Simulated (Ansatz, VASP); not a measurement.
## One calculation of NaCl, two programs

```
Na Cl
1.0
     3.50219    0.00000    0.00000
     0.00000    3.50219    0.00000
     0.00000    0.00000    3.32708
Na Cl
1 1
Direct
  0.00000 0.00000 0.00000
  0.50000 0.50000 0.50000
```

Change from the starting cell: strain +0.000 along x and y, -0.050 along z, atoms carried along.

Alike in both runs: task single point; functional PBE; k mesh 6 × 6 × 6; occupations gaussian, width 0.05 eV; no spin polarisation.

|  | VASP | Ansatz |
| --- | --- | --- |
| version | VASP 6.6.1 | Ansatz 0.2.0 |
| potentials or method | VASP PAW PBE potentials, release 64 (Na_pv, Cl), cutoff 520 eV | scalar-relativistic, plane waves, PAW |
| valence electrons in the cell | 14 | 16 |

```csv
,VASP,Ansatz,Ansatz less VASP
gap on the k mesh at the Fermi level (eV),3.88,3.88,-0.001
least direct gap on the mesh (eV),4.33,4.33,-0.001
pressure (GPa),1.6,1.7,+0.05
"traceless stress, the component that is largest in VASP (GPa)",2.94,2.94,+0.001
```

The functional is the same, so the differences come from potentials, cutoffs and numerics. VASP's potentials hold 14 valence electrons a cell and Ansatz's 16, so a difference there can come from the potentials and not from the codes.
